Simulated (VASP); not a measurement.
# MgO (Imm2) in VASP: notebook

Runs on MgO. Level: PBE. Tasks: single point.

Everything below comes from runs of VASP 6.6.1. Logs are shortened: lines on timing, memory, paths and dates and some standing lists are left out, and cuts for length are marked.

## Step 1: The cell of the first run

The structure is orthorhombic, space group Imm2 (No. 44). The conventional cell has a = 3.020 Å, b = 4.270 Å, c = 3.020 Å, α = 90.00°, β = 90.00°, γ = 90.00°. Mg (site symmetry mm2) has 6 O at 2.07 to 2.20 Å within 2.7 Å. O (site symmetry mm2) has 6 Mg at 2.07 to 2.20 Å within 2.7 Å.

## Step 2: Single point, PBE (all O atoms moved +0.087 Å, as atom 2 along Cartesian [1 1 0])

Contents of INCAR:

```
SYSTEM = MgO
  PREC = Accurate
  ENCUT = 840
  EDIFF = 1E-6
  ISMEAR = 0
  SIGMA = 0.05
  LREAL = .FALSE.
  LASPH = .TRUE.
  NELM = 120
  ALGO = Normal
  ISIF = 2
  LWAVE = .FALSE.
  LCHARG = .FALSE.
  GGA = PE
  NBANDS = 15
  GGA_COMPAT = .FALSE.
```

Contents of KPOINTS:

```
Automatic mesh
0
G
  10 10 10
  0 0 0
```

Contents of POSCAR:

```
MgO
1.0
    0.0000000000      2.1351500000      2.1351500000
    2.1351500000      0.0000000000      2.1351500000
    2.1351500000      2.1351500000      0.0000000000
Mg O
1 1
Direct
    0.0000000000      0.0000000000      0.0000000000
    0.5000000000      0.5000000000      0.5289777502
```

Potentials or basis: VASP PAW PBE potentials, release 64 (Mg_sv, O).

Run with:

```sh
$ cat potpaw_PBE.64/Mg_sv/POTCAR potpaw_PBE.64/O/POTCAR > POTCAR
$ mpirun -np 1 vasp_std > vasp.out
```

OUTCAR:

```text
SYSTEM = MgO
   PREC = Accurate
   ENCUT = 840
   EDIFF = 1E-6
   ISMEAR = 0
   LREAL = .FALSE.
   LASPH = .TRUE.
   NELM = 120
   ISIF = 2
   GGA = PE

 ion  position               nearest neighbor table
   1  0.000  0.000  0.000-   2 2.07   2 2.07
   2  0.500  0.500  0.529-   1 2.07   1 2.07

  LATTYP: Found a face centered cubic cell.
 ALAT       =     4.2703000000

  Lattice vectors:

 A1 = (   0.0000000000,   2.1351500000,   2.1351500000)
 A2 = (   2.1351500000,   0.0000000000,   2.1351500000)
 A3 = (   2.1351500000,   2.1351500000,   0.0000000000)

Analysis of symmetry for initial positions (statically):
=====================================================================
 Subroutine PRICEL returns:
 Original cell was already a primitive cell.

 Routine SETGRP: Setting up the symmetry group for a
 face centered cubic supercell.

 Subroutine GETGRP returns: Found  4 space group operations
 (whereof  4 operations were pure point group operations)
 out of a pool of 48 trial point group operations.

The static configuration has the point symmetry C_2v.

Analysis of symmetry for dynamics (positions and initial velocities):
=====================================================================
 Subroutine PRICEL returns:
 Original cell was already a primitive cell.

 Routine SETGRP: Setting up the symmetry group for a
 face centered cubic supercell.

 Subroutine GETGRP returns: Found  4 space group operations
 (whereof  4 operations were pure point group operations)
 out of a pool of 48 trial point group operations.

The dynamic configuration has the point symmetry C_2v.

 Subroutine INISYM returns: Found  4 space group operations
 (whereof  4 operations are pure point group operations),
 and found     1 'primitive' translations

----------------------------------------------------------------------------------------

                                     Primitive cell

  volume of cell :      19.4677

  direct lattice vectors                    reciprocal lattice vectors
     0.000000000  2.135150000  2.135150000    -0.234175585  0.234175585  0.234175585
     2.135150000  0.000000000  2.135150000     0.234175585 -0.234175585  0.234175585
     2.135150000  2.135150000  0.000000000     0.234175585  0.234175585 -0.234175585

  length of vectors
     3.019558088  3.019558088  3.019558088     0.405604011  0.405604011  0.405604011

  position of ions in fractional coordinates (direct lattice)
     0.000000000  0.000000000  0.000000000
     0.500000000  0.500000000  0.528977750

  ion indices of the primitive-cell ions
   primitive index   ion index
                 1           1
                 2           2

----------------------------------------------------------------------------------------

 KPOINTS: Automatic mesh

Automatic generation of k-mesh.
 Grid dimensions read from file:
 generate k-points for:   10   10   10

 Generating k-lattice:

  Cartesian coordinates                     Fractional coordinates (reciprocal lattice)
    -0.023417558  0.023417558  0.023417558     0.100000000  0.000000000  0.000000000
     0.023417558 -0.023417558  0.023417558     0.000000000  0.100000000  0.000000000
     0.023417558  0.023417558 -0.023417558     0.000000000  0.000000000  0.100000000

  Length of vectors
     0.040560401  0.040560401  0.040560401

  Shift w.r.t. Gamma in fractional coordinates (k-lattice)
     0.000000000  0.000000000  0.000000000

 Subroutine IBZKPT returns following result:
 ===========================================

 Found    171 irreducible k-points:

 Following reciprocal coordinates:
            Coordinates               Weight
  0.000000  0.000000  0.000000      1.000000
  0.100000  0.000000  0.000000      4.000000
  0.000000  0.000000  0.100000      4.000000
  0.200000  0.000000  0.000000      4.000000
  0.000000  0.000000  0.200000      4.000000
  0.300000  0.000000  0.000000      4.000000
[... 16 lines left out ...]
  0.000000  0.400000  0.100000      8.000000
  0.100000  0.000000  0.400000      8.000000
 [... further k-points ...]
   k-points           NKPTS =    171   k-points in BZ     NKDIM =    171   number of bands    NBANDS=     15
   number of dos      NEDOS =    301   number of ions     NIONS =      2
   total plane-waves  NPLWV =  27000
   dimension x,y,z NGX =    30 NGY =   30 NGZ =   30
   dimension x,y,z NGXF=    60 NGYF=   60 NGZF=   60
   ions per type =               1   1
   NGX,Y,Z   is equivalent  to a cutoff of  16.52, 16.52, 16.52 a.u.
   NGXF,Y,Z  is equivalent  to a cutoff of  33.03, 33.03, 33.03 a.u.
 SYSTEM =  MgO
   PREC   = accura    normal or accurate (medium, high low for compatibility)
   ISTART =      0    job   : 0-new  1-cont  2-samecut
   ICHARG =      2    charge: 1-file 2-atom 10-const
   ISPIN  =      1    spin polarized calculation?
   LNONCOLLINEAR =      F non collinear calculations
   LSORBIT =      F    spin-orbit coupling
   LASPH  =      T    aspherical Exc in radial PAW
   ENCUT  =  840.0 eV  61.74 Ry    7.86 a.u.   7.14  7.14  7.14*2*pi/ulx,y,z
   NELM   =    120;   NELMIN=  2; NELMDL= -5     # of ELM steps
   EDIFF  = 0.1E-05   stopping-criterion for ELM
   LREAL  =      F    real-space projection
[... 7 lines left out ...]
   TEBEG  =    0.0;   TEEND  =   0.0 temperature during run
   PSTRESS=    0.0 pullay stress
   NELECT =      16.0000    total number of electrons
   NUPDOWN=      -1.0000    fix difference up-down
   EMIN   =  10.00;   EMAX   =-10.00  energy-range for DOS
   EFERMI =   0.00;   METHOD = LEGACY
   ISMEAR =     0;   SIGMA  =   0.05  broadening in eV -4-tet -1-fermi 0-gaus
   EFERMI_NEDOS =   21; number of points for ismear=-14 and -15
   IALGO  =     38    algorithm
   IMIX   =      4    mixing-type and parameters
     AMIX     =   0.40;   BMIX     =  1.00
     AMIX_MAG =   1.60;   BMIX_MAG =  1.00
  volume/ion in A,a.u.               =       9.73        65.69
  Fermi-wavevector in a.u.,A,eV,Ry     =   1.533474  2.897846 31.994681  2.351543
  Thomas-Fermi vector in A             =   2.640536
   LORBIT       =      0    0 simple, 1 ext, 2 COOP (PROOUT), +10 PAW based schemes
   GGA     = PE    functional components
   LHFCALC =     F    Hartree Fock is set to
   AEXX    =    0.0000 exact exchange contribution
   IVDW    =     0    specifies the selected vdW correction
   LEPSILON=     F    determine dielectric tensor
   LRPA    =     F    only Hartree local field effects (RPA)
 non-spin polarized calculation
 Gauss-broadening in eV      SIGMA  =   0.05
  energy-cutoff  :      840.00
  volume of cell :       19.47
 maximum number of plane-waves:      1091
 NGX is ok and might be reduce to    30
   NGX = 15   NGY = 15   NGZ = 15

 number of electron      15.9999993 magnetization

 Free energy of the ion-electron system (eV)
  ---------------------------------------------------
  ext. energy  EPLUGINS =         0.00000000
  ---------------------------------------------------
  free energy    TOTEN  =       -11.86677348 eV

  energy without entropy =      -11.86677348  energy(sigma->0) =      -11.86677348

 E-fermi :   2.9793     XC(G=0): -11.1826

 val. band max:        2.6201844608   @ k =   0.0000   0.0000   0.0000
 cond. band min:       6.9681329181   @ k =   0.0000   0.0000   0.0000
 fundamental gap:      4.3479484573
 Fermi energy:         2.9793302174

 k-point     1 :       0.0000    0.0000    0.0000
  band No.  band energies     occupation
      1     -69.7792      2.00000
      2     -36.5099      2.00000
      3     -36.5089      2.00000
      4     -36.5074      2.00000
      5     -14.4223      2.00000
      6       2.6075      2.00000
      7       2.6193      2.00000
      8       2.6202      2.00000
      9       6.9681      0.00000
     10      18.1946      0.00000
     11      18.2245      0.00000
     12      18.2392      0.00000
     13      21.9855      0.00000
     14      23.7459      0.00000
     15      23.7539      0.00000

 k-point     2 :       0.1000    0.0000    0.0000
  band No.  band energies     occupation
      1     -69.7785      2.00000
      2     -36.5151      2.00000
      3     -36.5106      2.00000
      4     -36.5091      2.00000
      5     -14.3217      2.00000
      6       1.9679      2.00000
      7       2.5532      2.00000
      8       2.5621      2.00000
      9       7.5986      0.00000
     10      16.9529      0.00000
     11      18.4354      0.00000
     12      18.4658      0.00000
     13      22.9672      0.00000
     14      22.9699      0.00000
     15      23.5874      0.00000

 k-point     3 :       0.0000    0.0000    0.1000
  band No.  band energies     occupation
      1     -69.7785      2.00000
      2     -36.5166      2.00000
      3     -36.5099      2.00000
      4     -36.5082      2.00000
      5     -14.3217      2.00000
      6       1.9767      2.00000
      7       2.5450      2.00000
      8       2.5585      2.00000
      9       7.6007      0.00000
     10      16.9788      0.00000
     11      18.4175      0.00000
     12      18.4542      0.00000
     13      22.9632      0.00000
     14      22.9799      0.00000
     15      23.5894      0.00000
[... 343 lines left out ...]
 k-point    23 :       0.0000    0.4000    0.1000
  band No.  band energies     occupation
      1     -69.7731      2.00000
      2     -36.5678      2.00000
      3     -36.5190      2.00000
      4     -36.5178      2.00000
      5     -13.4005      2.00000
      6      -1.1418      2.00000
      7       1.8672      2.00000
      8       1.9820      2.00000
      9      10.5263      0.00000
     10      14.4059      0.00000
     11      17.7754      0.00000
     12      18.9558      0.00000
     13      22.3111      0.00000
     14      24.5557      0.00000
     15      24.7922      0.00000

 k-point    24 :       0.1000    0.0000    0.4000
  band No.  band energies     occupation
      1     -69.7731      2.00000
      2     -36.5692      2.00000
      3     -36.5184      2.00000
      4     -36.5166      2.00000
      5     -13.4006      2.00000
      6      -1.1394      2.00000
      7       1.8542      2.00000
      8       1.9800      2.00000
      9      10.5368      0.00000
     10      14.4240      0.00000
     11      17.7837      0.00000
     12      18.9707      0.00000
     13      22.2542      0.00000
     14      24.5578      0.00000
     15      24.7948      0.00000

 [... further k-points ...]
[... 5 lines left out ...]
  --------------------------------------------------------------------------------------
  -------------------------------------------------------------------------------------
  Total       -0.0771913     -0.0771913     -0.2196662     -0.0200805      0.0000000      0.0000000
  in kB       -6.3527798     -6.3527798    -18.0783435     -1.6526111      0.0000000      0.0000000
  external PRESSURE =     -10.2613010 kB  Pullay stress =       0.0000000 kB

 VOLUME and BASIS-vectors are now :
 -----------------------------------------------------------------------------
  energy-cutoff  :      840.00
  volume of cell :       19.47
      direct lattice vectors                 reciprocal lattice vectors
     0.000000000  2.135150000  2.135150000    -0.234175585  0.234175585  0.234175585
     2.135150000  0.000000000  2.135150000     0.234175585 -0.234175585  0.234175585
     2.135150000  2.135150000  0.000000000     0.234175585  0.234175585 -0.234175585

 POSITION                                       TOTAL-FORCE (eV/Angst)
 -----------------------------------------------------------------------------------
      0.00000      0.00000      0.00000         0.285439      0.285439      0.000000
      2.19702      2.19702      2.13515        -0.285439     -0.285439     -0.000000
 -----------------------------------------------------------------------------------
    total drift:                               -0.000505     -0.000505      0.000000

  FREE ENERGIE OF THE ION-ELECTRON SYSTEM (eV)
  ---------------------------------------------------
  free  energy   TOTEN  =       -11.8667734757 eV

  energy  without entropy=      -11.8667734757  energy(sigma->0) =      -11.86677348
```

It took 54 s on 1 thread of Intel Xeon Platinum 8488C (Sapphire Rapids), shared host; peak memory 0.23 GiB.

Results:

```yaml
Free_energy: -11.8668 eV
Pressure: -1.0 GPa
Largest_force: 0.404 eV/Å
Band_gap_on_the_k_mesh: 4.35 eV
```

Forces on the atoms (eV/Å):
```
Mg   0.285  0.285  0.000
O   -0.285 -0.285  0.000
```

Levels at points of the mesh, in eV from the valence-band top:
| k point | band 4 | band 5 | band 6 | band 7 | band 8 | band 9 | band 10 | band 11 | band 12 | band 13 |
| --- | --- | --- | --- | --- | --- | --- | --- | --- | --- | --- |
| (0.00, 0.00, 0.00) | -39.13 | -17.04 | -0.01 | 0.00 | 0.00 | 4.35 | 15.57 | 15.60 | 15.62 | 19.37 |
| (0.50, 0.00, 0.00) | -39.14 | -15.84 | -4.43 | -0.61 | -0.60 | 7.65 | 12.11 | 15.90 | 15.96 | 20.32 |
| (0.00, 0.00, 0.50) | -39.14 | -15.84 | -4.43 | -0.62 | -0.60 | 7.66 | 12.13 | 15.91 | 15.94 | 20.33 |
| (0.50, 0.50, 0.00) | -39.15 | -15.63 | -3.89 | -1.29 | -1.28 | 9.10 | 9.53 | 12.68 | 18.35 | 18.45 |
| (0.00, 0.50, 0.50) | -39.15 | -15.63 | -3.88 | -1.28 | -1.28 | 9.09 | 9.52 | 12.68 | 18.38 | 18.41 |

Caveat: the cell differs from its parent crystal (all O atoms moved +0.087 Å, as atom 2 along Cartesian [1 1 0]).

[end of part 1 of 3]
